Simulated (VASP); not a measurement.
# ZnO (Pm-3m) in VASP: a series of runs, part 2 of 2

VASP 6.6.1. The steps go on from the part before.

### 3 Single point, r2SCAN

File POSCAR:

```
ZnO
1.0
    2.6461709623      0.0000000000      0.0000000000
    0.0000000000      2.6461709623      0.0000000000
    0.0000000000      0.0000000000      2.6461709623
Zn O
1 1
Direct
    0.0000000000      0.0000000000      0.0000000000
    0.5000000000      0.5000000000      0.5000000000
```

File INCAR.step1:

```
SYSTEM = ZnO
PREC     = Accurate       ! precision mode
ENCUT    = 1480           ! plane-wave cutoff, eV
ISMEAR   = -1             ! smearing method
SIGMA    = 0.02           ! smearing width, eV
LREAL    = .False.        ! projectors in reciprocal space
LASPH    = .True.         ! aspherical terms in the spheres
NELM     = 120            ! most SCF steps
NBANDS   = 16             ! bands
GGA      = PE             ! functional
ALGO     = Normal         ! electronic algorithm
EDIFF    = 1E-5           ! SCF threshold, eV
LWAVE    = .True.         ! write WAVECAR
LCHARG   = .False.        ! write CHGCAR
GGA_COMPAT= .False.
```

File INCAR.step2:

```
SYSTEM = ZnO
PREC     = Accurate       ! precision mode
ENCUT    = 1480           ! plane-wave cutoff, eV
EDIFF    = 1E-6           ! SCF threshold, eV
ISMEAR   = -1             ! smearing method
SIGMA    = 0.02           ! smearing width, eV
LREAL    = .False.        ! projectors in reciprocal space
LASPH    = .True.         ! aspherical terms in the spheres
NELM     = 120            ! most SCF steps
ALGO     = Normal         ! electronic algorithm
ISIF     = 2              ! what is computed and relaxed
LWAVE    = .False.        ! write WAVECAR
LCHARG   = .True.         ! write CHGCAR
METAGGA  = R2SCAN         ! meta-GGA
LMIXTAU  = .True.       
LELF     = .True.         ! ELF
LVHAR    = .True.       
NBANDS   = 16             ! bands
ISTART   = 1            
GGA_COMPAT= .False.
```

File KPOINTS:

```
Automatic mesh
0
Gamma
  6 6 6
  0 0 0
```

Potentials or basis: VASP PAW PBE potentials, release 64 (Zn, O_h).

On the command line:

```console
> cat potpaw_PBE.64/Zn/POTCAR potpaw_PBE.64/O_h/POTCAR > POTCAR
> cp INCAR.step1 INCAR
> mpirun -np 1 vasp_std > vasp.out
> cp INCAR.step2 INCAR
> mpirun -np 1 vasp_std > vasp.out
```

OUTCAR:

```text
SYSTEM = ZnO
   PREC = Accurate
   ENCUT = 1480
   EDIFF = 1E-6
   ISMEAR = -1
   LREAL = .False.
   LASPH = .True.
   NELM = 120
   ISIF = 2
   METAGGA = R2SCAN
   ISTART = 1

 ion  position               nearest neighbor table
   1  0.000  0.000  0.000-
   2  0.500  0.500  0.500-

  LATTYP: Found a simple cubic cell.
 ALAT       =     2.6461709623

  Lattice vectors:

 A1 = (   2.6461709623,   0.0000000000,   0.0000000000)
 A2 = (   0.0000000000,   2.6461709623,   0.0000000000)
 A3 = (   0.0000000000,   0.0000000000,   2.6461709623)

Analysis of symmetry for initial positions (statically):
=====================================================================
 Subroutine PRICEL returns:
 Original cell was already a primitive cell.

 Routine SETGRP: Setting up the symmetry group for a
 simple cubic supercell.

 Subroutine GETGRP returns: Found 48 space group operations
 (whereof 48 operations were pure point group operations)
 out of a pool of 48 trial point group operations.

The static configuration has the point symmetry O_h .

Analysis of symmetry for dynamics (positions and initial velocities):
=====================================================================
 Subroutine PRICEL returns:
 Original cell was already a primitive cell.

 Routine SETGRP: Setting up the symmetry group for a
 simple cubic supercell.

 Subroutine GETGRP returns: Found 48 space group operations
 (whereof 48 operations were pure point group operations)
 out of a pool of 48 trial point group operations.

The dynamic configuration has the point symmetry O_h .

 Subroutine INISYM returns: Found 48 space group operations
 (whereof 48 operations are pure point group operations),
 and found     1 'primitive' translations

----------------------------------------------------------------------------------------

                                     Primitive cell

  volume of cell :      18.5291

  direct lattice vectors                    reciprocal lattice vectors
     2.646170962  0.000000000  0.000000000     0.377904532  0.000000000  0.000000000
     0.000000000  2.646170962  0.000000000     0.000000000  0.377904532  0.000000000
     0.000000000  0.000000000  2.646170962     0.000000000  0.000000000  0.377904532

  length of vectors
     2.646170962  2.646170962  2.646170962     0.377904532  0.377904532  0.377904532

  position of ions in fractional coordinates (direct lattice)
     0.000000000  0.000000000  0.000000000
     0.500000000  0.500000000  0.500000000

  ion indices of the primitive-cell ions
   primitive index   ion index
                 1           1
                 2           2

----------------------------------------------------------------------------------------

 KPOINTS: Automatic mesh

Automatic generation of k-mesh.
 Grid dimensions read from file:
 generate k-points for:    6    6    6

 Generating k-lattice:

  Cartesian coordinates                     Fractional coordinates (reciprocal lattice)
     0.062984089  0.000000000  0.000000000     0.166666667  0.000000000  0.000000000
     0.000000000  0.062984089  0.000000000     0.000000000  0.166666667  0.000000000
     0.000000000  0.000000000  0.062984089     0.000000000  0.000000000  0.166666667

  Length of vectors
     0.062984089  0.062984089  0.062984089

  Shift w.r.t. Gamma in fractional coordinates (k-lattice)
     0.000000000  0.000000000  0.000000000

 Subroutine IBZKPT returns following result:
 ===========================================

 Found     20 irreducible k-points:

 Following reciprocal coordinates:
            Coordinates               Weight
  0.000000  0.000000  0.000000      1.000000
  0.166667  0.000000  0.000000      6.000000
  0.333333  0.000000  0.000000      6.000000
  0.500000  0.000000  0.000000      3.000000
  0.166667  0.166667  0.000000     12.000000
  0.333333  0.166667  0.000000     24.000000
[... 12 lines left out ...]
  0.500000  0.500000  0.333333      6.000000
  0.500000  0.500000  0.500000      1.000000
   k-points           NKPTS =     20   k-points in BZ     NKDIM =     20   number of bands    NBANDS=     16
   number of dos      NEDOS =    301   number of ions     NIONS =      2
   total plane-waves  NPLWV =  46656
   dimension x,y,z NGX =    36 NGY =   36 NGZ =   36
   dimension x,y,z NGXF=    72 NGYF=   72 NGZF=   72
   ions per type =               1   1
   NGX,Y,Z   is equivalent  to a cutoff of  22.62, 22.62, 22.62 a.u.
   NGXF,Y,Z  is equivalent  to a cutoff of  45.23, 45.23, 45.23 a.u.
 SYSTEM =  ZnO
   PREC   = accura    normal or accurate (medium, high low for compatibility)
   ISTART =      1    job   : 0-new  1-cont  2-samecut
   ICHARG =      0    charge: 1-file 2-atom 10-const
   ISPIN  =      1    spin polarized calculation?
   LNONCOLLINEAR =      F non collinear calculations
   LSORBIT =      F    spin-orbit coupling
   LASPH  =      T    aspherical Exc in radial PAW
   ENCUT  = 1480.0 eV 108.78 Ry   10.43 a.u.   8.30  8.30  8.30*2*pi/ulx,y,z
   NELM   =    120;   NELMIN=  2; NELMDL=  0     # of ELM steps
   EDIFF  = 0.1E-05   stopping-criterion for ELM
   LREAL  =      F    real-space projection
   EDIFFG = 0.1E-04   stopping-criterion for IOM
   NSW    =      0    number of steps for IOM
   IBRION =     -1    ionic relax: 0-MD 1-quasi-New 2-CG
   NFREE  =      0    steps in history (QN), initial steepest desc. (CG)
   ISIF   =      2    stress and relaxation
   ISYM   =      2    0-nonsym 1-usesym 2-fastsym
   POTIM  = 0.5000    time-step for ionic-motion
   TEBEG  =    0.0;   TEEND  =   0.0 temperature during run
   PSTRESS=    0.0 pullay stress
   NELECT =      18.0000    total number of electrons
   NUPDOWN=      -1.0000    fix difference up-down
   EMIN   =  10.00;   EMAX   =-10.00  energy-range for DOS
   EFERMI =   0.00;   METHOD = LEGACY
   ISMEAR =    -1;   SIGMA  =   0.02  broadening in eV -4-tet -1-fermi 0-gaus
   EFERMI_NEDOS =   21; number of points for ismear=-14 and -15
   IALGO  =     38    algorithm
   IMIX   =      4    mixing-type and parameters
     AMIX     =   0.40;   BMIX     =  1.00
     AMIX_MAG =   1.60;   BMIX_MAG =  1.00
  volume/ion in A,a.u.               =       9.26        62.52
  Fermi-wavevector in a.u.,A,eV,Ry     =   1.621366  3.063938 35.767379  2.628828
  Thomas-Fermi vector in A             =   2.715154
   LORBIT       =      0    0 simple, 1 ext, 2 COOP (PROOUT), +10 PAW based schemes
   METAGGA = R2SCAN    functional components
   LHFCALC =     F    Hartree Fock is set to
   AEXX    =    0.0000 exact exchange contribution
   IVDW    =     0    specifies the selected vdW correction
   LEPSILON=     F    determine dielectric tensor
   LRPA    =     F    only Hartree local field effects (RPA)
 non-spin polarized calculation
  energy-cutoff  :     1480.00
  volume of cell :       18.53
 maximum number of plane-waves:      2440
 NGX is ok and might be reduce to    36
   NGX = 17   NGY = 17   NGZ = 17

 number of electron      17.9999998 magnetization

 Free energy of the ion-electron system (eV)
  ---------------------------------------------------
  ext. energy  EPLUGINS =         0.00000000
  ---------------------------------------------------
  free energy    TOTEN  =       -16.68942207 eV

  energy without entropy =      -16.68878447  energy(sigma->0) =      -16.68910327

 E-fermi :   3.7091     XC(G=0): -13.5636

 val. band max:        3.6710959115   @ k =   0.5000   0.0000   0.0000
 cond. band min:       5.6390389552   @ k =   0.1667   0.0000   0.0000
 fundamental gap:      1.9679430437
 Fermi energy:         3.7090738929

 k-point     1 :       0.0000    0.0000    0.0000
  band No.  band energies     occupation
      1     -16.1065      2.00000
      2      -3.0122      2.00000
      3      -3.0122      2.00000
      4      -1.8697      2.00000
      5      -1.8697      2.00000
      6      -1.8697      2.00000
[... 8 lines left out ...]
     15      22.8597      0.00000
     16      37.4425      0.00000
[... 343 lines left out ...]
 k-point    20 :       0.5000    0.5000    0.5000
  band No.  band energies     occupation
      1     -13.1011      2.00000
      2      -3.8346      2.00000
      3      -3.8346      2.00000
      4      -3.8346      2.00000
      5      -1.5667      2.00000
      6      -1.5667      2.00000
[... 8 lines left out ...]
     15      26.3625      0.00000
     16      26.3625      0.00000

------------------------ aborting loop because EDIFF is reached ----------------------------------------

  FORCE on cell =-STRESS in cart. coord.  units (eV):
  Direction    XX          YY          ZZ          XY          YZ          ZX
  --------------------------------------------------------------------------------------
  -------------------------------------------------------------------------------------
  Total        0.1998577      0.1998577      0.1998577     -0.0000000     -0.0000000      0.0000000
  in kB       17.2813514     17.2813514     17.2813514     -0.0000000     -0.0000000      0.0000000
  external PRESSURE =      17.2813514 kB  Pullay stress =       0.0000000 kB

 VOLUME and BASIS-vectors are now :
 -----------------------------------------------------------------------------
  energy-cutoff  :     1480.00
  volume of cell :       18.53
      direct lattice vectors                 reciprocal lattice vectors
     2.646170962  0.000000000  0.000000000     0.377904532  0.000000000  0.000000000
     0.000000000  2.646170962  0.000000000     0.000000000  0.377904532  0.000000000
     0.000000000  0.000000000  2.646170962     0.000000000  0.000000000  0.377904532

 POSITION                                       TOTAL-FORCE (eV/Angst)
 -----------------------------------------------------------------------------------
      0.00000      0.00000      0.00000         0.000000      0.000000      0.000000
      1.32309      1.32309      1.32309         0.000000      0.000000      0.000000
 -----------------------------------------------------------------------------------
    total drift:                                0.000000      0.000000      0.000000

  FREE ENERGIE OF THE ION-ELECTRON SYSTEM (eV)
  ---------------------------------------------------
  free  energy   TOTEN  =       -16.6894220656 eV

  energy  without entropy=      -16.6887844668  energy(sigma->0) =      -16.68910327
```

Wall time 64 s (1 thread of Intel Xeon Platinum 8259CL at 2.50GHz (Skylake/Cascade Lake), shared host); peak memory 0.23 GiB.

Results:

```
Free energy            : -16.6894 eV
Pressure               : 1.7 GPa
Band gap on the k mesh : zero (bands 9 and 10 overlap by 0.04 eV)
```

Caveat: the k points lie up to 0.40 Å⁻¹ apart; the structure was generated, so it needn't be the stable form of ZnO; semilocal functionals underestimate gaps, and a narrow one can read as zero; the PAW data sets were made with another functional, which shifts forces and pressure a little.

The gap in the log of VASP goes by the Fermi energy; the results here count the filled bands.